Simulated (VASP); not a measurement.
Set up this calculation in VASP 6.6.1, as the native input.

```
Task                   : relaxation of cell and atoms
Functional             : LDA
Potentials or basis    : VASP PAW LDA potentials, release 64 (Tl_d)
Cutoff                 : 600 eV
k mesh                 : 4 × 4 × 4
Occupations            : fermi-dirac, width 0.1 eV
Spin                   : no spin polarisation
Dipole correction      : no
Further INCAR settings : ALGO = Normal; EDIFF = 1e-07; IBRION = 2; EDIFFG = -0.01; NSW = 80; ISIF = 3
```

The structure of Tl lies in POSCAR:

```
Tl
1.0
    6.0758676049      0.0000000000      0.0000000000
    0.0000000000      6.0758676049      0.0000000000
    0.0000000000      0.0000000000      6.0758676049
Tl
8
Direct
    0.0000000000      0.0000000000      0.0000000000
    0.5000000000      0.5000000000      0.5000000000
    0.2500000000      0.0000000000      0.5000000000
    0.7500000000      0.0000000000      0.5000000000
    0.5000000000      0.2500000000      0.0000000000
    0.5000000000      0.7500000000      0.0000000000
    0.0000000000      0.5000000000      0.2500000000
    0.0000000000      0.5000000000      0.7500000000
```

One way to write it, as run:

INCAR

```
ALGO     = Normal         # electronic algorithm
EDIFF    = 1E-7           # SCF threshold, eV
EDIFFG   = -0.01          # ionic threshold
ENCUT    = 600            # plane-wave cutoff, eV
GGA      = CA             # functional
IBRION   = 2              # ionic algorithm
ISIF     = 3              # what is computed and relaxed
ISMEAR   = -1             # smearing method
LASPH    = True           # aspherical terms in the spheres
LCHARG   = False          # write CHGCAR
LREAL    = False          # projectors in reciprocal space
LWAVE    = False          # write WAVECAR
NELM     = 60             # most SCF steps
NSW      = 80             # ionic steps
PREC     = Accurate       # precision mode
SIGMA    = 0.1            # smearing width, eV
```

KPOINTS

```
k-points
0
Gamma
  4 4 4
```

Potentials or basis: VASP PAW LDA potentials, release 64 (Tl_d).

Command:

```console
$ cat potpaw_LDA.64/Tl_d/POTCAR > POTCAR
$ mpirun -np 1 vasp_std > vasp.out
```

Results of the run:

```json
{
  "Relaxed volume": "27.69 Å³/atom",
  "Relaxed cell": "a = 6.050 Å, b = 6.050 Å, c = 6.050 Å, α = 90.00°, β = 90.00°, γ = 90.00°",
  "Space group after relaxing (to 0.1 Å)": "Pm-3n (No. 223)",
  "Energy gained by relaxing": "0.5 meV/atom",
  "Ionic steps": "2",
  "Pressure after relaxing": "0.0 GPa",
  "Band gap on the k mesh": "zero (bands 52 and 53 overlap by 2.75 eV)"
}
```

Caveat: spin-orbit coupling is left out, which moves the levels of the heavy elements.

It took 110 s on 1 thread of Intel(R) Xeon(R) 6975P-C (Granite Rapids) (shared host), peak memory 0.33 GiB.
